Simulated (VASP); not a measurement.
Set up this calculation in VASP 6.6.1, as the native input.

```yaml
Task: single point
Functional: PBE
Potentials_or_basis: VASP PAW PBE potentials, release 64 (Bi_d, P, O)
Cutoff: 520 eV
k_mesh: 4 × 4 × 4
Occupations: gaussian, width 0.1 eV
Spin: no spin polarisation
Dipole_correction: no
Further_INCAR_settings: ALGO = Normal; EDIFF = 1e-06; NBANDS = 43
```

The structure of Bi3PO3 lies in POSCAR:

```
Bi3PO3
1.0
    5.2221426800      0.0000000000      0.0000000000
    0.0000000000      5.2221426800      0.0000000000
    0.0000000000      0.0000000000      5.2221426800
Bi P O
3 1 3
Direct
    0.5000000000      0.5000000000      0.0000000000
    0.0000000000      0.5000000000      0.5000000000
    0.5000000000      0.0000000000      0.5000000000
    0.5000000000      0.5000000000      0.5000000000
    0.5000000000      0.0000000000      0.0000000000
    0.0000000000      0.5000000000      0.0000000000
    0.0000000000      0.0000000000      0.5000000000
```

The input as run:

INCAR

```
SYSTEM = Bi3PO3
PREC = Accurate
ENCUT = 520
EDIFF = 1E-6
ISMEAR = 0
SIGMA = 0.1
LREAL = .FALSE.
LASPH = .TRUE.
NELM = 80
ALGO = Normal
ISIF = 2
LWAVE = .FALSE.
LCHARG = .FALSE.
GGA = PE
NBANDS = 43
```

KPOINTS

```
Automatic mesh
0
G
  4 4 4
  0 0 0
```

Potentials or basis: VASP PAW PBE potentials, release 64 (Bi_d, P, O).

The run is started by

```console
$ cat potpaw_PBE.64/Bi_d/POTCAR potpaw_PBE.64/P/POTCAR potpaw_PBE.64/O/POTCAR > POTCAR
$ mpirun -np 1 vasp_std > vasp.out
```

It gave:

The pressure is 0.6 GPa and the band gap on the k mesh is zero (band 34 reaches 5.68 eV, above the bottom of band 35 at 5.46 eV).

Caveat: spin-orbit coupling is left out, which moves the levels of the heavy elements.

Wall time 110 s on 1 thread of AMD EPYC 7R43 64-Core Processor (Zen 3), on a shared host, peak memory 0.2 GiB.
